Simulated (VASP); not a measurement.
# Ti12C13 in VASP: relaxation of the atoms with PBE

Aim: the relaxation of the atoms of Ti12C13 with PBE.

All numbers are computed with VASP 6.6.1; they aren't measurements. Logs are shortened: lines on timing, memory, paths and dates and some standing lists are left out, and cuts for length are marked.

**1. The cell of the first run**

The cell holds a slab with vacuum, 25 atoms: a = 6.128 Å, b = 6.128 Å, c = 19.811 Å, α = 90.00°, β = 90.00°, γ = 90.00°.

**2. Relaxation of the atoms, PBE**

INCAR reads:

```
PREC = Accurate
ENCUT = 520
EDIFF = 1E-7
ISMEAR = 0
SIGMA = 0.1
LREAL = False
LASPH = True
NELM = 120
ALGO = Normal
ISIF = 2
LWAVE = False
LCHARG = False
LDIPOL = True
IDIPOL = 3
DIPOL = 0.5 0.5 0.317
GGA = PE
IBRION = 2
NSW = 36
EDIFFG = -0.025
GGA_COMPAT = False
NELMIN = 4
NELMDL = -8
KPAR = 4
```

KPOINTS reads:

```
Automatic mesh
0
Gamma
  5 5 1
```

POSCAR reads:

```
Ti12C13
1.0
    6.1276785486      0.0000000000      0.0000000000
    0.0000000000      6.1276785486      0.0000000000
    0.0000000000      0.0000000000     19.8111521836
Ti C
12 13
Selective dynamics
Direct
    0.2500000000      0.2500000000      0.2019064799  F F F
    0.2500000000      0.7500000000      0.2019064799  F F F
    0.7500000000      0.2500000000      0.2019064799  F F F
    0.7500000000      0.7500000000      0.2019064799  F F F
    0.0000000000      0.0000000000      0.3089759294  F F F
    0.0000000000      0.5000000000      0.3089759294  F F F
    0.5000000000      0.0000000000      0.3089759294  F F F
    0.5000000000      0.5000000000      0.3089759294  F F F
    0.2500000000      0.2500000000      0.4140601451  F F F
    0.2500000000      0.7500000000      0.4140601451  F F F
    0.7500000000      0.2500000000      0.4140601451  F F F
    0.7500000000      0.7500000000      0.4140601451  F F F
    0.0000000000      0.0000000000      0.2019064799  F F F
    0.0000000000      0.5000000000      0.2019064799  F F F
    0.5000000000      0.0000000000      0.2019064799  F F F
    0.5000000000      0.5000000000      0.2019064799  F F F
    0.2500000000      0.2500000000      0.3083897447  F F F
    0.2500000000      0.7500000000      0.3083897447  F F F
    0.7500000000      0.2500000000      0.3083897447  F F F
    0.7500000000      0.7500000000      0.3083897447  F F F
    0.0000000000      0.0000000000      0.4195188703  F F F
    0.0000000000      0.5000000000      0.4195188703  F F F
    0.5000000000      0.0000000000      0.4195188703  F F F
    0.5000000000      0.5000000000      0.4195188703  F F F
    0.0000000000      0.0000000000      0.4962433327  F F T
```

Potentials or basis: VASP PAW PBE potentials, release 64 (Ti_sv, C).

Started as:

```
> cat potpaw_PBE.64/Ti_sv/POTCAR potpaw_PBE.64/C/POTCAR > POTCAR
> mpirun -np 4 vasp_std > vasp.out
```

OUTCAR:

```text
PREC = Accurate
   ENCUT = 520
   EDIFF = 1E-7
   ISMEAR = 0
   LREAL = False
   LASPH = True
   NELM = 120
   ISIF = 2
   GGA = PE
   IBRION = 2
   NSW = 36
   EDIFFG = -0.025
   NELMIN = 4
   NELMDL = -8

 ion  position               nearest neighbor table
   1  0.250  0.250  0.202-  17 2.11  14 2.17  15 2.17  16 2.17  13 2.17
   2  0.250  0.750  0.202-  18 2.11  14 2.17  15 2.17  16 2.17  13 2.17
   3  0.750  0.250  0.202-  19 2.11  14 2.17  15 2.17  16 2.17  13 2.17
   4  0.750  0.750  0.202-  20 2.11  14 2.17  15 2.17  16 2.17  13 2.17
   5  0.000  0.000  0.309-  13 2.12  17 2.17  18 2.17  19 2.17  20 2.17  21 2.19
   6  0.000  0.500  0.309-  14 2.12  17 2.17  18 2.17  19 2.17  20 2.17  22 2.19
   7  0.500  0.000  0.309-  15 2.12  17 2.17  18 2.17  19 2.17  20 2.17  23 2.19
   8  0.500  0.500  0.309-  16 2.12  17 2.17  18 2.17  19 2.17  20 2.17  24 2.19
   9  0.250  0.250  0.414-  17 2.09  21 2.17  22 2.17  23 2.17  24 2.17
  10  0.250  0.750  0.414-  18 2.09  21 2.17  22 2.17  23 2.17  24 2.17
  11  0.750  0.250  0.414-  19 2.09  21 2.17  22 2.17  23 2.17  24 2.17
  12  0.750  0.750  0.414-  20 2.09  21 2.17  22 2.17  23 2.17  24 2.17
  13  0.000  0.000  0.202-   5 2.12   2 2.17   3 2.17   4 2.17   1 2.17
  14  0.000  0.500  0.202-   6 2.12   2 2.17   3 2.17   4 2.17   1 2.17
  15  0.500  0.000  0.202-   7 2.12   2 2.17   3 2.17   4 2.17   1 2.17
  16  0.500  0.500  0.202-   8 2.12   2 2.17   3 2.17   4 2.17   1 2.17
  17  0.250  0.250  0.308-   9 2.09   1 2.11   6 2.17   7 2.17   8 2.17   5 2.17
  18  0.250  0.750  0.308-  10 2.09   2 2.11   6 2.17   7 2.17   8 2.17   5 2.17
  19  0.750  0.250  0.308-  11 2.09   3 2.11   6 2.17   7 2.17   8 2.17   5 2.17
  20  0.750  0.750  0.308-  12 2.09   4 2.11   6 2.17   7 2.17   8 2.17   5 2.17
  21  0.000  0.000  0.420-  25 1.52  10 2.17  11 2.17  12 2.17   9 2.17   5 2.19
  22  0.000  0.500  0.420-   9 2.17  10 2.17  11 2.17  12 2.17   6 2.19
  23  0.500  0.000  0.420-   9 2.17  10 2.17  11 2.17  12 2.17   7 2.19
  24  0.500  0.500  0.420-   9 2.17  10 2.17  11 2.17  12 2.17   8 2.19
  25  0.000  0.000  0.496-  21 1.52

  LATTYP: Found a simple tetragonal cell.
 ALAT       =     6.1276785486
 C/A-ratio  =     3.2330599633

  Lattice vectors:

 A1 = (   6.1276785486,   0.0000000000,   0.0000000000)
 A2 = (   0.0000000000,   6.1276785486,   0.0000000000)
 A3 = (   0.0000000000,   0.0000000000,  19.8111521836)

Analysis of symmetry for initial positions (statically):
=====================================================================
 Subroutine PRICEL returns:
 Original cell was already a primitive cell.

 Routine SETGRP: Setting up the symmetry group for a
 simple tetragonal supercell.

 Subroutine GETGRP returns: Found  8 space group operations
 (whereof  8 operations were pure point group operations)
 out of a pool of 16 trial point group operations.

[... 175 lines left out ...]
     AMIX_MAG =   1.60;   BMIX_MAG =  1.00
  volume/ion in A,a.u.               =      29.76       200.80
  Fermi-wavevector in a.u.,A,eV,Ry     =   1.049525  1.983315 14.986866  1.101504
  Thomas-Fermi vector in A             =   2.184492
   LORBIT       =      0    0 simple, 1 ext, 2 COOP (PROOUT), +10 PAW based schemes
   GGA     = PE    functional components
   LHFCALC =     F    Hartree Fock is set to
   AEXX    =    0.0000 exact exchange contribution
   IVDW    =     0    specifies the selected vdW correction
   LEPSILON=     F    determine dielectric tensor
   LRPA    =     F    only Hartree local field effects (RPA)
 conjugate gradient relaxation of ions
 non-spin polarized calculation
 Gauss-broadening in eV      SIGMA  =   0.10
  energy-cutoff  :      520.00
  volume of cell :      743.88
 maximum number of plane-waves:     20077
 NGX is ok and might be reduce to    48
   NGX = 23   NGY = 23   NGZ = 73

 dipolmoment           0.000000      0.000000     -0.278098 electrons x Angstroem

--------------------------------------- Ionic step        1  -------------------------------------------

 number of electron     196.0000082 magnetization

 Free energy of the ion-electron system (eV)
  ---------------------------------------------------
  ext. energy  EPLUGINS =         0.00000000
  ---------------------------------------------------
  free energy    TOTEN  =      -223.01880999 eV

  energy without entropy =     -222.99035300  energy(sigma->0) =     -223.00458149

------------------------ aborting loop because EDIFF is reached ----------------------------------------

  FORCE on cell =-STRESS in cart. coord.  units (eV):
  Direction    XX          YY          ZZ          XY          YZ          ZX
  --------------------------------------------------------------------------------------
  -------------------------------------------------------------------------------------
  Total      -11.9157403    -11.9157403     -9.7107751      0.0000000      0.0000000     -0.0000000
  in kB      -25.6643299    -25.6643299    -20.9152372      0.0000000      0.0000000     -0.0000000
  external PRESSURE =     -24.0812990 kB  Pullay stress =       0.0000000 kB
[... 164 lines left out ...]
--------------------------------------- Ionic step        4  -------------------------------------------

 number of electron     196.0000082 magnetization

 dipolmoment           0.000000      0.000000      0.259909 electrons x Angstroem

 Free energy of the ion-electron system (eV)
  ---------------------------------------------------
  ext. energy  EPLUGINS =         0.00000000
  ---------------------------------------------------
  free energy    TOTEN  =      -223.75493608 eV

  energy without entropy =     -223.73079190  energy(sigma->0) =     -223.74286399

 E-fermi :   0.1890     XC(G=0):  -5.1616

 val. band max:        0.1609935853   @ k =   0.4000   0.4000   0.0000
 cond. band min:       0.2353300497   @ k =   0.0000   0.0000   0.0000
 fundamental gap:      0.0743364644
 Fermi energy:         0.1889747452

 k-point     1 :       0.0000    0.0000    0.0000
  band No.  band energies     occupation
      1     -56.6788      2.00000
      2     -56.6510      2.00000
      3     -56.6510      2.00000
      4     -56.6273      2.00000
      5     -56.4570      2.00000
      6     -56.4220      2.00000
[... 667 lines left out ...]
    109       2.1783      0.00000
    110       2.2240      0.00000
 [bands above 110 left out]

------------------------ aborting loop because EDIFF is reached ----------------------------------------

 vacuum level on the upper side and lower side of the slab       (xc-potential included)         0.603        -0.617

  FORCE on cell =-STRESS in cart. coord.  units (eV):
  Direction    XX          YY          ZZ          XY          YZ          ZX
  --------------------------------------------------------------------------------------
  -------------------------------------------------------------------------------------
  Total      -11.0379427    -11.0379427     -1.2226187      0.0000000      0.0000000      0.0000000
  in kB      -23.7737141    -23.7737141     -2.6332976      0.0000000      0.0000000      0.0000000
  external PRESSURE =     -16.7269086 kB  Pullay stress =       0.0000000 kB
[... 40 lines left out ...]
  FREE ENERGIE OF THE ION-ELECTRON SYSTEM (eV)
  ---------------------------------------------------
  free  energy   TOTEN  =      -223.7549360827 eV

  energy  without entropy=     -223.7307919027  energy(sigma->0) =     -223.74286399

 reached required accuracy - stopping structural energy minimisation

 vacuum level on the upper side and lower side of the slab         5.431         4.180
```

CONTCAR:

```text
Ti12C13
   1.00000000000000
     6.1276785485999996    0.0000000000000000    0.0000000000000000
     0.0000000000000000    6.1276785485999996    0.0000000000000000
     0.0000000000000000    0.0000000000000000   19.8111521836000009
  Ti              C
    12    13
Selective dynamics
Direct
     0.2500000000000000    0.2500000000000000    0.2019064799000034   F   F   F
     0.2500000000000000    0.7500000000000000    0.2019064799000034   F   F   F
     0.7500000000000000    0.2500000000000000    0.2019064799000034   F   F   F
     0.7500000000000000    0.7500000000000000    0.2019064799000034   F   F   F
     0.0000000000000000    0.0000000000000000    0.3089759293999990   F   F   F
     0.0000000000000000    0.5000000000000000    0.3089759293999990   F   F   F
[... 16 lines left out ...]
     0.5000000000000000    0.0000000000000000    0.4195188703000028   F   F   F
     0.5000000000000000    0.5000000000000000    0.4195188703000028   F   F   F
     0.0000000000000000    0.0000000000000000    0.4855846367951275   F   F   T

  0.00000000E+00  0.00000000E+00  0.00000000E+00
  0.00000000E+00  0.00000000E+00  0.00000000E+00
  0.00000000E+00  0.00000000E+00  0.00000000E+00
  0.00000000E+00  0.00000000E+00  0.00000000E+00
  0.00000000E+00  0.00000000E+00  0.00000000E+00
  0.00000000E+00  0.00000000E+00  0.00000000E+00
[... 17 lines left out ...]
  0.00000000E+00  0.00000000E+00  0.00000000E+00
  0.00000000E+00  0.00000000E+00  0.00000000E+00
```

Run time: 22 min. Hardware: 4 MPI ranks of Intel Xeon 6975P-C (Granite Rapids), shared host; peak memory 1 GiB.

Results:

| Property | Result |
| --- | --- |
| Free energy | -223.7549 eV |
| Energy gained by relaxing | 29.4 meV/atom |
| Ionic steps | 4 |
| Band gap on the k mesh | zero (bands 98 and 99 overlap by 0.08 eV) |

The path:
| step | energy change (eV) | largest force on free atoms (eV/Å) | pressure (GPa) |
| --- | --- | --- | --- |
| 1 | 0.0000 | 5.5208 | -2.41 |
| 2 | -0.6469 | 3.4318 | -1.33 |
| 3 | -0.7357 | 0.2036 | -1.70 |
| 4 | -0.7361 | 0.0068 | -1.67 |

Final structure:
```
CELL_PARAMETERS angstrom
6.12768 0.00000 0.00000
0.00000 6.12768 0.00000
0.00000 0.00000 19.81115
ATOMIC_POSITIONS crystal
Ti 0.25000 0.25000 0.20191
Ti 0.25000 0.75000 0.20191
Ti 0.75000 0.25000 0.20191
Ti 0.75000 0.75000 0.20191
Ti 0.00000 0.00000 0.30898
Ti 0.00000 0.50000 0.30898
Ti 0.50000 0.00000 0.30898
Ti 0.50000 0.50000 0.30898
Ti 0.25000 0.25000 0.41406
Ti 0.25000 0.75000 0.41406
Ti 0.75000 0.25000 0.41406
Ti 0.75000 0.75000 0.41406
C 0.00000 0.00000 0.20191
C 0.00000 0.50000 0.20191
C 0.50000 0.00000 0.20191
C 0.50000 0.50000 0.20191
C 0.25000 0.25000 0.30839
C 0.25000 0.75000 0.30839
C 0.75000 0.25000 0.30839
C 0.75000 0.75000 0.30839
C 0.00000 0.00000 0.41952
C 0.00000 0.50000 0.41952
C 0.50000 0.00000 0.41952
C 0.50000 0.50000 0.41952
C 0.00000 0.00000 0.48558
```

The gap in the log of VASP goes by the Fermi energy; the results here count the filled bands.